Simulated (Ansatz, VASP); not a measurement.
**SrO in VASP and in Ansatz**

```
Sr O
1.0
     4.18286    0.00000    0.00000
    -2.09143    3.62246    0.00000
     0.00000    0.00000    5.03944
Sr O
2 2
Direct
  0.33333 0.66667 0.25000
  0.66667 0.33333 0.75000
  0.66667 0.33333 0.25000
  0.33333 0.66667 0.75000
```

Alike in both runs: task single point; functional r2SCAN; k mesh 6 × 6 × 4; no spin polarisation.

```csv
,VASP,Ansatz
version,VASP 6.6.1,Ansatz 0.2.0
potentials or method,"VASP PAW PBE potentials, release 64 (Sr_sv, O)","plane waves, PAW"
plane-wave cutoff (eV),520,500
occupations,"gaussian, width 0.01 eV",fixed
valence electrons in the cell,32,32
```

|  | VASP | Ansatz | Ansatz less VASP |
| --- | --- | --- | --- |
| gap on the k mesh at the Fermi level (eV) | 3.21 | 3.23 | +0.013 |
| pressure (GPa) | 6.0 | 5.3 | -0.63 |
| traceless stress, the component that is largest in VASP (GPa) | 0.42 | 0.42 | 0.000 |

VASP's potentials were made for PBE, not for r2SCAN.
